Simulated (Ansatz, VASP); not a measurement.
## One calculation of MoS2, two programs

```xyz
9
Lattice="-3.1342 0.0000 0.0000 -1.5671 -2.7143 0.0000 0.0000 0.0000 18.2136" Properties=species:S:1:pos:R:3 pbc="T T T"
Mo   -3.1342   -1.8095    2.9776
Mo   -3.1342    0.0000   14.8866
Mo   -1.5671   -0.9048    8.9321
S    -3.1342   -1.8095   16.4891
S    -1.5671   -2.7143   10.5346
S    -1.5671   -0.9048    4.5801
S    -3.1342   -1.8095    7.3296
S    -3.1342    0.0000    1.3750
S    -1.5671   -0.9048   13.2841
```

Alike in both runs: task single point; functional PBE; dispersion D3(BJ); k mesh 14 × 14 × 3; occupations gaussian, width 0.15 eV; no spin polarisation.

|  | VASP | Ansatz |
| --- | --- | --- |
| version | VASP 6.6.1 | Ansatz 0.2.0 |
| potentials or method | VASP PAW PBE potentials, release 64 (Mo_sv, S), cutoff 520 eV | scalar-relativistic, plane waves, PAW |
| valence electrons in the cell | 78 | 78 |

Ansatz gave:

```
gap on the k mesh at the Fermi level (eV)                     : none
pressure (GPa)                                                : -0.1
traceless stress, the component that is largest in VASP (GPa) : -0.30
rms of the force components (eV/Å)                            : 0.032
```

**Question.** Estimate VASP's values.

**Answer.** gap on the k mesh at the Fermi level (eV): none; pressure (GPa): -0.2; traceless stress, the component that is largest in VASP (GPa): -0.31; rms of the force components (eV/Å): 0.029.

Atom by atom the forces differ by 0.005 eV/Å (rms over components). A gap of «none» marks a metal or a gap that the smearing closes.
